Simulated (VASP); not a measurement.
# Bi (R-3m) in VASP: settings compared

The runs below take Bi through single point, with PBEsol, PBE.

Everything below comes from runs of VASP 6.6.1. Logs are shortened: lines on timing, memory, paths and dates and some standing lists are left out, and cuts for length are marked.

## 1. The cell of the first run

It takes space group R-3m (No. 166, trigonal). Conventional cell: a = 4.535 Å, b = 4.535 Å, c = 11.814 Å, α = 90.00°, β = 90.00°, γ = 120.00°. Within 4.0 Å of Bi (site symmetry 3m) lie 6 Bi at 3.06 to 3.52 Å.

## 2. Single point, PBEsol

INCAR reads:

```
PREC = Accurate ; ENCUT = 520
EDIFF = 1E-6 ; ISMEAR = 0
SIGMA = 0.02 ; LREAL = False
LASPH = True ; NELM = 80
ALGO = Normal ; ISIF = 2
LWAVE = False ; LCHARG = False
GGA = PS ; NBANDS = 22
```

KPOINTS reads:

```
Automatic mesh
0
Gamma
  7 7 7
```

POSCAR reads:

```
Bi
1.0
    2.2675000000      1.3091417354      3.9380000000
   -2.2675000000      1.3091417354      3.9380000000
    0.0000000000     -2.6182834708      3.9380000000
Bi
2
Direct
    0.7660000000      0.7660000000      0.7660000000
    0.2340000000      0.2340000000      0.2340000000
```

Potentials or basis: VASP PAW PBE potentials, release 64 (Bi_d).

On the command line:

```
cat potpaw_PBE.64/Bi_d/POTCAR > POTCAR
mpirun -np 1 vasp_std > vasp.out
```

OUTCAR:

```text
PREC = Accurate
   ENCUT = 520
   EDIFF = 1E-6
   ISMEAR = 0
   LREAL = False
   LASPH = True
   NELM = 80
   ISIF = 2
   GGA = PS

 ion  position               nearest neighbor table
   1  0.766  0.766  0.766-   2 3.06   2 3.06   2 3.06   2 3.52   2 3.52   2 3.52
   2  0.234  0.234  0.234-   1 3.06   1 3.06   1 3.06   1 3.52   1 3.52   1 3.52

  LATTYP: Found a trigonal (rhomboedric) cell.
 ALAT       =     4.7289800521
 COS(alpha) =     0.5401781303

  Lattice vectors:

 A1 = (   2.2675000000,   1.3091417354,   3.9380000000)
 A2 = (  -2.2675000000,   1.3091417354,   3.9380000000)
 A3 = (   0.0000000000,  -2.6182834708,   3.9380000000)

Analysis of symmetry for initial positions (statically):
=====================================================================
 Subroutine PRICEL returns:
 Original cell was already a primitive cell.

 Routine SETGRP: Setting up the symmetry group for a
 trigonal (rhombohedral) supercell.

 Subroutine GETGRP returns: Found 12 space group operations
 (whereof 12 operations were pure point group operations)
 out of a pool of 12 trial point group operations.

The static configuration has the point symmetry D_3d.

Analysis of symmetry for dynamics (positions and initial velocities):
=====================================================================
 Subroutine PRICEL returns:
 Original cell was already a primitive cell.

 Routine SETGRP: Setting up the symmetry group for a
 trigonal (rhombohedral) supercell.

 Subroutine GETGRP returns: Found 12 space group operations
 (whereof 12 operations were pure point group operations)
 out of a pool of 12 trial point group operations.

The dynamic configuration has the point symmetry D_3d.

 Subroutine INISYM returns: Found 12 space group operations
 (whereof 12 operations are pure point group operations),
 and found     1 'primitive' translations

----------------------------------------------------------------------------------------

                                     Primitive cell

  volume of cell :      70.1392

  direct lattice vectors                    reciprocal lattice vectors
     2.267500000  1.309141735  3.938000000     0.220507166  0.127309872  0.084645336
    -2.267500000  1.309141735  3.938000000    -0.220507166  0.127309872  0.084645336
     0.000000000 -2.618283471  3.938000000     0.000000000 -0.254619744  0.084645336

  length of vectors
     4.728980052  4.728980052  4.728980052     0.268320791  0.268320791  0.268320791

  position of ions in fractional coordinates (direct lattice)
     0.766000000  0.766000000  0.766000000
     0.234000000  0.234000000  0.234000000

  ion indices of the primitive-cell ions
   primitive index   ion index
                 1           1
                 2           2

----------------------------------------------------------------------------------------

 KPOINTS: Automatic mesh

Automatic generation of k-mesh.
 Grid dimensions read from file:
 generate k-points for:    7    7    7

 Generating k-lattice:

  Cartesian coordinates                     Fractional coordinates (reciprocal lattice)
     0.031501024  0.018187125  0.012092191     0.142857143 -0.000000000  0.000000000
    -0.031501024  0.018187125  0.012092191    -0.000000000  0.142857143  0.000000000
     0.000000000 -0.036374249  0.012092191     0.000000000  0.000000000  0.142857143

  Length of vectors
     0.038331542  0.038331542  0.038331542

  Shift w.r.t. Gamma in fractional coordinates (k-lattice)
     0.000000000  0.000000000  0.000000000

 Subroutine IBZKPT returns following result:
 ===========================================

 Found     44 irreducible k-points:

 Following reciprocal coordinates:
            Coordinates               Weight
  0.000000  0.000000  0.000000      1.000000
  0.142857  0.000000  0.000000      6.000000
  0.285714  0.000000  0.000000      6.000000
  0.428571 -0.000000  0.000000      6.000000
  0.142857  0.142857  0.000000      6.000000
  0.285714  0.142857  0.000000     12.000000
[... 16 lines left out ...]
  0.285714  0.285714  0.142857      6.000000
  0.428571  0.285714  0.142857     12.000000
 [... further k-points ...]
   k-points           NKPTS =     44   k-points in BZ     NKDIM =     44   number of bands    NBANDS=     22
   number of dos      NEDOS =    301   number of ions     NIONS =      2
   total plane-waves  NPLWV =  46656
   dimension x,y,z NGX =    36 NGY =   36 NGZ =   36
   dimension x,y,z NGXF=    72 NGYF=   72 NGZF=   72
   ions per type =               2
   NGX,Y,Z   is equivalent  to a cutoff of  12.66, 12.66, 12.66 a.u.
   NGXF,Y,Z  is equivalent  to a cutoff of  25.31, 25.31, 25.31 a.u.
 SYSTEM =  unknown system
   PREC   = accura    normal or accurate (medium, high low for compatibility)
   ISTART =      0    job   : 0-new  1-cont  2-samecut
   ICHARG =      2    charge: 1-file 2-atom 10-const
   ISPIN  =      1    spin polarized calculation?
   LNONCOLLINEAR =      F non collinear calculations
   LSORBIT =      F    spin-orbit coupling
   LASPH  =      T    aspherical Exc in radial PAW
   ENCUT  =  520.0 eV  38.22 Ry    6.18 a.u.   8.79  8.79  8.79*2*pi/ulx,y,z
   NELM   =     80;   NELMIN=  2; NELMDL= -5     # of ELM steps
   EDIFF  = 0.1E-05   stopping-criterion for ELM
   LREAL  =      F    real-space projection
   EDIFFG = 0.1E-04   stopping-criterion for IOM
   NSW    =      0    number of steps for IOM
   IBRION =     -1    ionic relax: 0-MD 1-quasi-New 2-CG
   NFREE  =      0    steps in history (QN), initial steepest desc. (CG)
   ISIF   =      2    stress and relaxation
   ISYM   =      2    0-nonsym 1-usesym 2-fastsym
   POTIM  = 0.5000    time-step for ionic-motion
   TEBEG  =    0.0;   TEEND  =   0.0 temperature during run
   PSTRESS=    0.0 pullay stress
   NELECT =      30.0000    total number of electrons
   NUPDOWN=      -1.0000    fix difference up-down
   EMIN   =  10.00;   EMAX   =-10.00  energy-range for DOS
   EFERMI =   0.00;   METHOD = LEGACY
   ISMEAR =     0;   SIGMA  =   0.02  broadening in eV -4-tet -1-fermi 0-gaus
   EFERMI_NEDOS =   21; number of points for ismear=-14 and -15
   IALGO  =     38    algorithm
   IMIX   =      4    mixing-type and parameters
     AMIX     =   0.40;   BMIX     =  1.00
     AMIX_MAG =   1.60;   BMIX_MAG =  1.00
  volume/ion in A,a.u.               =      35.07       236.66
  Fermi-wavevector in a.u.,A,eV,Ry     =   1.233469  2.330919 20.700530  1.521446
  Thomas-Fermi vector in A             =   2.368198
   LORBIT       =      0    0 simple, 1 ext, 2 COOP (PROOUT), +10 PAW based schemes
   GGA     = PS    functional components
   LHFCALC =     F    Hartree Fock is set to
   AEXX    =    0.0000 exact exchange contribution
   IVDW    =     0    specifies the selected vdW correction
   LEPSILON=     F    determine dielectric tensor
   LRPA    =     F    only Hartree local field effects (RPA)
 non-spin polarized calculation
 Gauss-broadening in eV      SIGMA  =   0.02
  energy-cutoff  :      520.00
  volume of cell :       70.14
 maximum number of plane-waves:      1911
   NGX = 17   NGY = 17   NGZ = 17

 number of electron      30.0000004 magnetization

 Free energy of the ion-electron system (eV)
  ---------------------------------------------------
  ext. energy  EPLUGINS =         0.00000000
  ---------------------------------------------------
  free energy    TOTEN  =        -8.62355876 eV

  energy without entropy =       -8.62355876  energy(sigma->0) =       -8.62355876

 E-fermi :   6.0464     XC(G=0):  -9.7153

 val. band max:        5.9380627387   @ k =   0.4286   0.2857   0.2857
 cond. band min:       6.2011210028   @ k =   0.4286  -0.0000   0.0000
 fundamental gap:      0.2630582641
 Fermi energy:         6.0463969664

 k-point     1 :       0.0000    0.0000    0.0000
  band No.  band energies     occupation
      1     -16.6589      2.00000
      2     -16.6589      2.00000
      3     -16.5044      2.00000
      4     -16.5044      2.00000
      5     -16.4888      2.00000
      6     -16.3173      2.00000
[... 14 lines left out ...]
     21      11.9654      0.00000
     22      12.2356      0.00000

 k-point     2 :       0.1429    0.0000    0.0000
  band No.  band energies     occupation
      1     -16.6441      2.00000
      2     -16.6398      2.00000
      3     -16.4979      2.00000
      4     -16.4928      2.00000
      5     -16.4786      2.00000
      6     -16.3270      2.00000
[... 14 lines left out ...]
     21      12.1988      0.00000
     22      13.6915      0.00000

 k-point     3 :       0.2857    0.0000    0.0000
  band No.  band energies     occupation
      1     -16.6058      2.00000
      2     -16.5865      2.00000
      3     -16.4836      2.00000
      4     -16.4617      2.00000
      5     -16.4482      2.00000
      6     -16.3595      2.00000
[... 14 lines left out ...]
     21      13.2044      0.00000
     22      16.1045      0.00000

 k-point     4 :       0.4286   -0.0000    0.0000
  band No.  band energies     occupation
      1     -16.5663      2.00000
      2     -16.5132      2.00000
      3     -16.4708      2.00000
      4     -16.4283      2.00000
      5     -16.4219      2.00000
      6     -16.3887      2.00000
[... 14 lines left out ...]
     21      14.8603      0.00000
     22      15.4420      0.00000

 k-point     5 :       0.1429    0.1429    0.0000
  band No.  band energies     occupation
      1     -16.6563      2.00000
      2     -16.6202      2.00000
      3     -16.5038      2.00000
      4     -16.4869      2.00000
      5     -16.4739      2.00000
      6     -16.3309      2.00000
[... 417 lines left out ...]
 k-point    22 :      -0.1429    0.1429    0.1429
  band No.  band energies     occupation
      1     -16.6391      2.00000
      2     -16.5658      2.00000
      3     -16.5003      2.00000
      4     -16.4568      2.00000
      5     -16.4444      2.00000
      6     -16.3630      2.00000
[... 14 lines left out ...]
     21      13.7119      0.00000
     22      14.7864      0.00000

 k-point    23 :       0.2857    0.2857    0.1429
  band No.  band energies     occupation
      1     -16.6407      2.00000
      2     -16.5843      2.00000
      3     -16.4983      2.00000
      4     -16.4732      2.00000
      5     -16.4607      2.00000
      6     -16.3420      2.00000
[... 14 lines left out ...]
     21      13.8123      0.00000
     22      14.3342      0.00000

 k-point    24 :       0.4286    0.2857    0.1429
  band No.  band energies     occupation
      1     -16.6239      2.00000
      2     -16.5494      2.00000
      3     -16.4894      2.00000
      4     -16.4588      2.00000
      5     -16.4406      2.00000
      6     -16.3599      2.00000
[... 14 lines left out ...]
     21      14.3337      0.00000
     22      15.1186      0.00000

 [... further k-points ...]

------------------------ aborting loop because EDIFF is reached ----------------------------------------

  FORCE on cell =-STRESS in cart. coord.  units (eV):
  Direction    XX          YY          ZZ          XY          YZ          ZX
  --------------------------------------------------------------------------------------
  -------------------------------------------------------------------------------------
  Total       -0.1469613     -0.1469613     -0.2481956      0.0000000      0.0000000      0.0000000
  in kB       -3.3570096     -3.3570096     -5.6694860      0.0000000      0.0000000      0.0000000
  external PRESSURE =      -4.1278350 kB  Pullay stress =       0.0000000 kB

 VOLUME and BASIS-vectors are now :
 -----------------------------------------------------------------------------
  energy-cutoff  :      520.00
  volume of cell :       70.14
      direct lattice vectors                 reciprocal lattice vectors
     2.267500000  1.309141735  3.938000000     0.220507166  0.127309872  0.084645336
    -2.267500000  1.309141735  3.938000000    -0.220507166  0.127309872  0.084645336
     0.000000000 -2.618283471  3.938000000     0.000000000 -0.254619744  0.084645336

 POSITION                                       TOTAL-FORCE (eV/Angst)
 -----------------------------------------------------------------------------------
      0.00000      0.00000      9.04952         0.000000     -0.000000     -0.133959
      0.00000      0.00000      2.76448         0.000000      0.000000      0.133959
 -----------------------------------------------------------------------------------
    total drift:                               -0.000000      0.000000     -0.000000

  FREE ENERGIE OF THE ION-ELECTRON SYSTEM (eV)
  ---------------------------------------------------
  free  energy   TOTEN  =        -8.6235587567 eV

  energy  without entropy=       -8.6235587567  energy(sigma->0) =       -8.62355876
```

Run time: 38 s. Hardware: 1 thread of Intel Xeon 6975P-C, shared host; peak memory 0.23 GiB.

What came out:

* Free energy: -8.6236 eV
* Pressure: -0.4 GPa
* Largest force: 0.134 eV/Å
* Band gap on the k mesh: 0.26 eV, indirect (least direct gap 0.52 eV)

Forces on the atoms (eV/Å):
```
Bi   0.000  0.000 -0.134
Bi   0.000  0.000  0.134
```

Caveat: the PAW data sets were made with another functional, which shifts forces and pressure a little; spin-orbit coupling is left out, which moves the levels of the heavy elements. A k mesh can miss the band edges.

## 3. Single point, PBE

INCAR reads:

```
PREC = Accurate ; ENCUT = 520
EDIFF = 1E-7 ; ISMEAR = -1
SIGMA = 0.05 ; LREAL = F
LASPH = T ; NELM = 80
ALGO = Fast ; ISIF = 2
LWAVE = F ; LCHARG = T
GGA = PE ; LELF = T
LVHAR = T ; NBANDS = 22
```

KPOINTS reads:

```
regular mesh
0
Gamma
  6 6 6
```

POSCAR is that of step 2.

Potentials or basis: VASP PAW PBE potentials, release 64 (Bi_d).

On the command line:

```
cat potpaw_PBE.64/Bi_d/POTCAR > POTCAR
mpirun -np 1 vasp_std > vasp.out
```

It took 2 min on 1 thread of AMD EPYC 7R43 (Zen 3), shared host; peak memory 0.18 GiB.

It converged, with:

- Free energy: -7.7763 eV
- Pressure: 2.1 GPa
- Largest force: 0.126 eV/Å
- Band gap on the k mesh: zero (band 15 reaches 6.27 eV, above the bottom of band 16 at 6.12 eV)

Forces on the atoms (eV/Å):
```
Bi   0.000  0.000 -0.126
Bi   0.000  0.000  0.126
```

Stress tensor (GPa, compression positive):
```
2.06 0.00 0.00
0.00 2.06 0.00
0.00 0.00 2.17
```

Levels at points of the mesh, in eV from the Fermi level:
```
           k point  band 11  band 12  band 13  band 14  band 15  band 16  band 17  band 18  band 19  band 20
(0.00, 0.00, 0.00)   -13.05    -7.37    -1.41    -1.15    -1.15     2.58     3.05     3.05     5.72     5.85
(0.50, 0.00, 0.00)   -11.11   -10.46    -1.26    -1.12    -0.19    -0.18     0.60     1.10     7.59     8.56
(0.50, 0.50, 0.00)   -11.21    -9.39    -4.64    -2.96    -2.85     2.43     5.04     5.52     6.89     9.50
(0.50, 0.50, 0.50)   -11.81    -9.85    -0.86    -0.54    -0.54     0.75     0.75     0.82     7.09     9.16
```

Caveat: spin-orbit coupling is left out, which moves the levels of the heavy elements.

## 4. Single point, PBE

This run uses another cell than the first one, of 33.67 Å³/atom, 0.960 times its volume.

INCAR reads:

```
ALGO     = Normal         # electronic algorithm
EDIFF    = 1E-6           # SCF threshold, eV
ENCUT    = 520            # plane-wave cutoff, eV
GGA      = PE             # functional
ISIF     = 2              # what is computed and relaxed
ISMEAR   = -1             # smearing method
LASPH    = T              # aspherical terms in the spheres
LCHARG   = F              # write CHGCAR
LREAL    = F              # projectors in reciprocal space
LWAVE    = F              # write WAVECAR
NBANDS   = 22             # bands
NELM     = 80             # most SCF steps
PREC     = Accurate       # precision mode
SIGMA    = 0.05           # smearing width, eV
```

KPOINTS reads:

```
k-points
0
Gamma
  6 6 6
```

POSCAR reads:

```
Bi
1.0
    2.2675000000      1.3091417354      3.7804800000
   -2.2675000000      1.3091417354      3.7804800000
    0.0000000000     -2.6182834708      3.7804800000
Bi
2
Direct
    0.7660000000      0.7660000000      0.7660000000
    0.2340000000      0.2340000000      0.2340000000
```

Potentials or basis: VASP PAW PBE potentials, release 64 (Bi_d).

On the command line:

```
cat potpaw_PBE.64/Bi_d/POTCAR > POTCAR
mpirun -np 1 vasp_std > vasp.out
```

OUTCAR:

```text
EDIFF = 1E-6
   ENCUT = 520
   GGA = PE
   ISIF = 2
   ISMEAR = -1
   LASPH = T
   LREAL = F
   NELM = 80
   PREC = Accurate

 ion  position               nearest neighbor table
   1  0.766  0.766  0.766-   2 3.03   2 3.03   2 3.03   2 3.45   2 3.45   2 3.45
   2  0.234  0.234  0.234-   1 3.03   1 3.03   1 3.03   1 3.45   1 3.45   1 3.45

  LATTYP: Found a trigonal (rhomboedric) cell.
 ALAT       =     4.5986342933
 COS(alpha) =     0.5137419100
[... 787 lines left out ...]

 [... further k-points ...]

------------------------ aborting loop because EDIFF is reached ----------------------------------------

  FORCE on cell =-STRESS in cart. coord.  units (eV):
  Direction    XX          YY          ZZ          XY          YZ          ZX
  --------------------------------------------------------------------------------------
  -------------------------------------------------------------------------------------
  Total        1.6491770      1.6491770      2.0342537      0.0000000      0.0000000      0.0000000
  in kB       39.2415087     39.2415087     48.4042544      0.0000000      0.0000000      0.0000000
  external PRESSURE =      42.2957572 kB  Pullay stress =       0.0000000 kB

 VOLUME and BASIS-vectors are now :
 -----------------------------------------------------------------------------
  energy-cutoff  :      520.00
  volume of cell :       67.33
      direct lattice vectors                 reciprocal lattice vectors
     2.267500000  1.309141735  3.780480000     0.220507166  0.127309872  0.088172225
    -2.267500000  1.309141735  3.780480000    -0.220507166  0.127309872  0.088172225
     0.000000000 -2.618283471  3.780480000     0.000000000 -0.254619744  0.088172225

 POSITION                                       TOTAL-FORCE (eV/Angst)
 -----------------------------------------------------------------------------------
      0.00000      0.00000      8.68754         0.000000      0.000000     -0.326835
      0.00000      0.00000      2.65390         0.000000      0.000000      0.326835
 -----------------------------------------------------------------------------------
    total drift:                               -0.000000      0.000000     -0.000000

  FREE ENERGIE OF THE ION-ELECTRON SYSTEM (eV)
  ---------------------------------------------------
  free  energy   TOTEN  =        -7.7141503567 eV

  energy  without entropy=       -7.7101962584  energy(sigma->0) =       -7.71217331
```

stdout:

```text
POSCAR found type information on POSCAR Bi
 POSCAR found :  1 types and       2 ions
 scaLAPACK will be used
 LDA part: xc-table for (Slater+PW92), standard interpolation
 POSCAR, INCAR and KPOINTS ok, starting setup
 FFT: planning ... GRIDC
 FFT: planning ... GRID_SOFT
 FFT: planning ... GRID
 WAVECAR not read
 entering main loop
```

It took 50 s on 1 thread of Intel Xeon 8259CL, shared host; peak memory 0.21 GiB.

Results:

```
Free energy            : -7.7142 eV
Pressure               : 4.2 GPa
Largest force          : 0.327 eV/Å
Band gap on the k mesh : zero (band 15 reaches 6.71 eV, above the bottom of band 16 at 6.64 eV)
```

Forces on the atoms (eV/Å):
```
Bi   0.000  0.000 -0.327
Bi   0.000  0.000  0.327
```

Levels at points of the mesh, in eV from the Fermi level:
```csv
k point,band 13,band 14,band 15,band 16,band 17,band 18
"(0.00, 0.00, 0.00)",-1.34,-1.34,-1.19,2.66,3.19,3.19
"(0.50, 0.00, 0.00)",-1.16,-1.03,-0.24,-0.12,0.77,1.05
"(0.50, 0.50, 0.00)",-4.87,-3.13,-2.98,2.36,5.35,5.70
"(0.50, 0.50, 0.50)",-1.04,-0.70,-0.70,0.57,0.57,0.72
```

Caveat: spin-orbit coupling is left out, which moves the levels of the heavy elements.

## 5. Overview

```csv
level,cell,k mesh,smearing,gap on the mesh (eV),pressure (GPa),largest force (eV/Å)
PBEsol,"a = 4.729 Å, angles 57.3°, 2 atoms",7 × 7 × 7,gaussian 0.02 eV,0.26,-0.4,0.13
PBE,"a = 4.729 Å, angles 57.3°, 2 atoms",6 × 6 × 6,fermi-dirac 0.05 eV,none,2.1,0.13
PBE,"a = 4.599 Å, angles 59.1°, 2 atoms",6 × 6 × 6,fermi-dirac 0.05 eV,none,4.2,0.33
```

Alike in all rows: task single point; potentials or basis VASP PAW PBE potentials, release 64 (Bi_d); no spin polarisation; cutoff (eV) 520.

Caveats: spin-orbit coupling is left out, which moves the levels of the heavy elements; the PAW data sets were made with another functional, which shifts forces and pressure a little (some runs).

Absolute energies hang on the potentials; compare differences alone.
